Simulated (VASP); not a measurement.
# TiAl3 (I4/mmm) in VASP: further runs

Aim: see how the results for TiAl3 move with the level of theory and the settings. Levels: PBE, r2SCAN. Tasks: electric field gradients.

Program: VASP 6.6.1. These are calculated values, not measurements. Logs are shortened: lines on timing, memory, paths and dates and some standing lists are left out, and cuts for length are marked.

## 1. The cell of the first run

The structure is tetragonal, space group I4/mmm (No. 139). The conventional cell has a = 3.822 Å, b = 3.822 Å, c = 8.561 Å, α = 90.00°, β = 90.00°, γ = 90.00°. Within 3.6 Å of Ti (site symmetry 4/mmm) lie 12 Al at 2.70 to 2.87 Å. Within 3.6 Å of Al (site symmetry 4/mmm) lie 4 Ti at 2.70 Å and 8 Al at 2.87 Å. Within 3.6 Å of Al (site symmetry -4m2) lie 8 Al at 2.70 to 2.87 Å and 4 Ti at 2.87 Å.

## 2. Electric field gradients, PBE

INCAR

```
PREC = Accurate
ENCUT = 520
EDIFF = 1E-8
ISMEAR = -1
SIGMA = 0.05
LREAL = F
LASPH = T
NELM = 80
ALGO = Normal
ISIF = 2
LWAVE = F
LCHARG = F
GGA = PE
LEFG = T
NBANDS = 18
```

KPOINTS

```
regular mesh
0
Gamma
  12 12 12
```

POSCAR

```
TiAl3
1.0
   -1.9111067713      1.9111067713      4.2806687947
    1.9111067713     -1.9111067713      4.2806687947
    1.9111067713      1.9111067713     -4.2806687947
Ti Al
1 3
Direct
    0.0000000000      0.0000000000      0.0000000000
    0.5000000000      0.5000000000      0.0000000000
    0.7500000000      0.2500000000      0.5000000000
    0.2500000000      0.7500000000      0.5000000000
```

Potentials or basis: VASP PAW PBE potentials, release 64 (Ti_sv, Al).

Started as:

```
$ cat potpaw_PBE.64/Ti_sv/POTCAR potpaw_PBE.64/Al/POTCAR > POTCAR
$ mpirun -np 1 vasp_std > vasp.out
```

OUTCAR:

```text
PREC = Accurate
   ENCUT = 520
   EDIFF = 1E-8
   ISMEAR = -1
   LREAL = F
   LASPH = T
   NELM = 80
   ISIF = 2
   GGA = PE

 ion  position               nearest neighbor table
   1  0.000  0.000  0.000-   2 2.70   2 2.70   2 2.70   2 2.70   4 2.87   3 2.87   4 2.87   4 2.87
                             3 2.87   3 2.87   4 2.87   3 2.87
   2  0.500  0.500  0.000-   1 2.70   1 2.70   1 2.70   1 2.70   4 2.87   3 2.87   4 2.87   3 2.87
                             4 2.87   4 2.87   3 2.87   3 2.87
   3  0.750  0.250  0.500-   4 2.70   4 2.70   4 2.70   4 2.70   2 2.87   1 2.87   2 2.87   1 2.87
                             2 2.87   2 2.87   1 2.87   1 2.87
   4  0.250  0.750  0.500-   3 2.70   3 2.70   3 2.70   3 2.70   2 2.87   1 2.87   2 2.87   2 2.87
                             1 2.87   1 2.87   2 2.87   1 2.87

  LATTYP: Found a body centered tetragonal cell.
 ALAT       =     3.8222135426
 C/A-ratio  =     2.2398899208

  Lattice vectors:

 A1 = (  -1.9111067713,   1.9111067713,   4.2806687947)
 A2 = (   1.9111067713,  -1.9111067713,   4.2806687947)
 A3 = (   1.9111067713,   1.9111067713,  -4.2806687947)

Analysis of symmetry for initial positions (statically):
=====================================================================
 Subroutine PRICEL returns:
 Original cell was already a primitive cell.

 Routine SETGRP: Setting up the symmetry group for a
 body centered tetragonal supercell.

 Subroutine GETGRP returns: Found 16 space group operations
 (whereof 16 operations were pure point group operations)
 out of a pool of 16 trial point group operations.

The static configuration has the point symmetry D_4h.

Analysis of symmetry for dynamics (positions and initial velocities):
=====================================================================
 Subroutine PRICEL returns:
 Original cell was already a primitive cell.

 Routine SETGRP: Setting up the symmetry group for a
 body centered tetragonal supercell.

 Subroutine GETGRP returns: Found 16 space group operations
 (whereof 16 operations were pure point group operations)
 out of a pool of 16 trial point group operations.

The dynamic configuration has the point symmetry D_4h.

 Subroutine INISYM returns: Found 16 space group operations
 (whereof 16 operations are pure point group operations),
 and found     1 'primitive' translations

----------------------------------------------------------------------------------------

                                     Primitive cell

  volume of cell :      62.5376

  direct lattice vectors                    reciprocal lattice vectors
    -1.911106771  1.911106771  4.280668795     0.000000000  0.261628501  0.116804178
     1.911106771 -1.911106771  4.280668795     0.261628501  0.000000000  0.116804178
     1.911106771  1.911106771 -4.280668795     0.261628501  0.261628501  0.000000000

  length of vectors
     5.062487878  5.062487878  5.062487878     0.286518217  0.286518217  0.369998575

  position of ions in fractional coordinates (direct lattice)
     0.000000000  0.000000000  0.000000000
     0.500000000  0.500000000  0.000000000
     0.750000000  0.250000000  0.500000000
     0.250000000  0.750000000  0.500000000

  ion indices of the primitive-cell ions
   primitive index   ion index
                 1           1
                 2           2
                 3           3
                 4           4

----------------------------------------------------------------------------------------

 KPOINTS: regular mesh

Automatic generation of k-mesh.
 Grid dimensions read from file:
 generate k-points for:   12   12   12

[... 42 lines left out ...]
  0.500000  0.166667  0.000000     16.000000
 -0.416667  0.166667  0.000000     16.000000
 [... further k-points ...]
   k-points           NKPTS =    163   k-points in BZ     NKDIM =    163   number of bands    NBANDS=     18
   number of dos      NEDOS =    301   number of ions     NIONS =      4
   total plane-waves  NPLWV =  64000
   dimension x,y,z NGX =    40 NGY =   40 NGZ =   40
   dimension x,y,z NGXF=    80 NGYF=   80 NGZF=   80
   ions per type =               1   3
   NGX,Y,Z   is equivalent  to a cutoff of  13.14, 13.14, 13.14 a.u.
   NGXF,Y,Z  is equivalent  to a cutoff of  26.27, 26.27, 26.27 a.u.
 SYSTEM =  unknown system
   PREC   = accura    normal or accurate (medium, high low for compatibility)
   ISTART =      0    job   : 0-new  1-cont  2-samecut
   ICHARG =      2    charge: 1-file 2-atom 10-const
   ISPIN  =      1    spin polarized calculation?
   LNONCOLLINEAR =      F non collinear calculations
   LSORBIT =      F    spin-orbit coupling
   LASPH  =      T    aspherical Exc in radial PAW
   ENCUT  =  520.0 eV  38.22 Ry    6.18 a.u.   9.41  9.41  9.41*2*pi/ulx,y,z
   NELM   =     80;   NELMIN=  2; NELMDL= -5     # of ELM steps
   EDIFF  = 0.1E-07   stopping-criterion for ELM
   LREAL  =      F    real-space projection
   EDIFFG = 0.1E-06   stopping-criterion for IOM
   NSW    =      0    number of steps for IOM
   IBRION =     -1    ionic relax: 0-MD 1-quasi-New 2-CG
   NFREE  =      0    steps in history (QN), initial steepest desc. (CG)
   ISIF   =      2    stress and relaxation
   ISYM   =      2    0-nonsym 1-usesym 2-fastsym
   POTIM  = 0.5000    time-step for ionic-motion
   TEBEG  =    0.0;   TEEND  =   0.0 temperature during run
   PSTRESS=    0.0 pullay stress
   NELECT =      21.0000    total number of electrons
   NUPDOWN=      -1.0000    fix difference up-down
   EMIN   =  10.00;   EMAX   =-10.00  energy-range for DOS
   EFERMI =   0.00;   METHOD = LEGACY
   ISMEAR =    -1;   SIGMA  =   0.05  broadening in eV -4-tet -1-fermi 0-gaus
   EFERMI_NEDOS =   21; number of points for ismear=-14 and -15
   IALGO  =     38    algorithm
   IMIX   =      4    mixing-type and parameters
     AMIX     =   0.40;   BMIX     =  1.00
     AMIX_MAG =   1.60;   BMIX_MAG =  1.00
  volume/ion in A,a.u.               =      15.63       105.51
  Fermi-wavevector in a.u.,A,eV,Ry     =   1.137891  2.150303 17.616776  1.294796
  Thomas-Fermi vector in A             =   2.274596
   LORBIT       =      0    0 simple, 1 ext, 2 COOP (PROOUT), +10 PAW based schemes
   GGA     = PE    functional components
   LHFCALC =     F    Hartree Fock is set to
   AEXX    =    0.0000 exact exchange contribution
   IVDW    =     0    specifies the selected vdW correction
   LEPSILON=     F    determine dielectric tensor
   LRPA    =     F    only Hartree local field effects (RPA)
 non-spin polarized calculation
  energy-cutoff  :      520.00
  volume of cell :       62.54
 maximum number of plane-waves:      1697
 NGX is ok and might be reduce to    40
   NGX = 19   NGY = 19   NGZ = 19

 number of electron      20.9999999 magnetization

 Free energy of the ion-electron system (eV)
  ---------------------------------------------------
  ext. energy  EPLUGINS =         0.00000000
  ---------------------------------------------------
  free energy    TOTEN  =       -20.66024807 eV

  energy without entropy =      -20.64586149  energy(sigma->0) =      -20.65305478

 E-fermi :   8.3623     XC(G=0): -10.7944

 val. band max:        8.3605705452   @ k =   0.3333  -0.0000   0.0000
 cond. band min:       8.3737852662   @ k =  -0.2500  -0.3333   0.0833
 fundamental gap:      0.0132147210
 Fermi energy:         8.3623494890

 k-point     1 :       0.0000    0.0000    0.0000
  band No.  band energies     occupation
      1     -48.0821      2.00000
      2     -24.3993      2.00000
      3     -24.3993      2.00000
      4     -24.3201      2.00000
      5      -1.7648      2.00000
      6       5.5003      2.00000
[... 481 lines left out ...]
      5       0.3735      2.00000
      6       2.7432      2.00000
[... 10 lines left out ...]
     17      12.6012      0.00000
     18      14.8858      0.00000

 [... further k-points ...]
[... 5 lines left out ...]
  --------------------------------------------------------------------------------------
  -------------------------------------------------------------------------------------
  Total        0.8129793      0.8129793      0.8087420      0.0000000      0.0000000      0.0000000
  in kB       20.8280469     20.8280469     20.7194908      0.0000000      0.0000000      0.0000000
  external PRESSURE =      20.7918615 kB  Pullay stress =       0.0000000 kB

 VOLUME and BASIS-vectors are now :
 -----------------------------------------------------------------------------
  energy-cutoff  :      520.00
  volume of cell :       62.54
      direct lattice vectors                 reciprocal lattice vectors
    -1.911106771  1.911106771  4.280668795     0.000000000  0.261628501  0.116804178
     1.911106771 -1.911106771  4.280668795     0.261628501  0.000000000  0.116804178
     1.911106771  1.911106771 -4.280668795     0.261628501  0.261628501  0.000000000

 POSITION                                       TOTAL-FORCE (eV/Angst)
 -----------------------------------------------------------------------------------
      0.00000      0.00000      0.00000         0.000000     -0.000000     -0.000000
      0.00000      0.00000      4.28067         0.000000     -0.000000     -0.000000
      0.00000      1.91111      2.14033        -0.000000      0.000000      0.000000
      1.91111      0.00000      2.14033         0.000000     -0.000000      0.000000
 -----------------------------------------------------------------------------------
    total drift:                               -0.000000     -0.000000     -0.000000

  FREE ENERGIE OF THE ION-ELECTRON SYSTEM (eV)
  ---------------------------------------------------
  free  energy   TOTEN  =       -20.6602480653 eV

  energy  without entropy=      -20.6458614873  energy(sigma->0) =      -20.65305478

 Electric field gradients (V/A^2)
---------------------------------------------------------------------
 ion       V_xx      V_yy      V_zz      V_xy      V_xz      V_yz
---------------------------------------------------------------------
   1      12.728    12.728   -25.456    -0.002    -0.001    -0.001
   2     -16.361   -16.361    32.722     0.000     0.000     0.000
   3       4.418     4.418    -8.836     0.000     0.000     0.000
   4       4.418     4.418    -8.836     0.000     0.000     0.000
---------------------------------------------------------------------

 Electric field gradients after diagonalization (V/A^2)
 (convention: |V_zz| > |V_xx| > |V_yy|)
----------------------------------------------------------------------
 ion       V_xx      V_yy      V_zz     asymmetry (V_yy - V_xx)/ V_zz
----------------------------------------------------------------------
   1      12.729    12.726   -25.456       0.000
   2     -16.361   -16.361    32.722       0.000
   3       4.418     4.418    -8.836       0.000
   4       4.418     4.418    -8.836       0.000
----------------------------------------------------------------------

           NMR quadrupolar parameters

 Cq : quadrupolar parameter    Cq=e*Q*V_zz/h
 eta: asymmetry parameters     (V_yy - V_xx)/ V_zz
 Q  : nuclear electric quadrupole moment in mb (millibarn)
----------------------------------------------------------------------
 ion       Cq(MHz)       eta       Q (mb)
----------------------------------------------------------------------
   1      -0.062       0.000       1.000
   2       0.079       0.000       1.000
   3      -0.021       0.000       1.000
   4      -0.021       0.000       1.000
----------------------------------------------------------------------
```

Wall time 5.9 min (1 thread of Intel Xeon 6975P-C, shared host); peak memory 0.36 GiB.

Results:

| Quantity | Value |
| --- | --- |
| Free energy | -20.6602 eV |
| Pressure | 2.1 GPa |

Levels at points of the mesh, in eV from the Fermi level:
| k point | band 8 | band 9 | band 10 | band 11 | band 12 | band 13 | band 14 | band 15 |
| --- | --- | --- | --- | --- | --- | --- | --- | --- |
| (0.00, 0.00, 0.00) | -1.41 | -1.23 | -1.23 | 0.84 | 1.75 | 1.75 | 2.24 | 2.47 |
| (0.50, 0.00, 0.00) | -2.96 | -1.06 | -0.26 | 0.51 | 1.83 | 2.09 | 2.73 | 3.18 |
| (0.50, 0.50, 0.00) | -3.77 | -2.71 | -2.21 | -0.99 | 1.78 | 1.97 | 2.70 | 2.85 |
| (0.50, 0.50, 0.50) | -0.93 | -0.93 | -0.23 | 0.71 | 0.71 | 0.96 | 3.08 | 4.77 |

Electric field gradients, principal values (V/Å²):
| atom | least | middle | greatest (by size) |
| --- | --- | --- | --- |
| 1 Ti | 12.726 | 12.729 | -25.456 |
| 2 Al | -16.361 | -16.361 | 32.722 |
| 3 Al | 4.418 | 4.418 | -8.836 |
| 4 Al | 4.418 | 4.418 | -8.836 |

Caveat: without QUAD_EFG the Cq values of the log hold for a quadrupole moment of 1 mb, not for the nuclei.

(Part 1 of 2 ends here.)
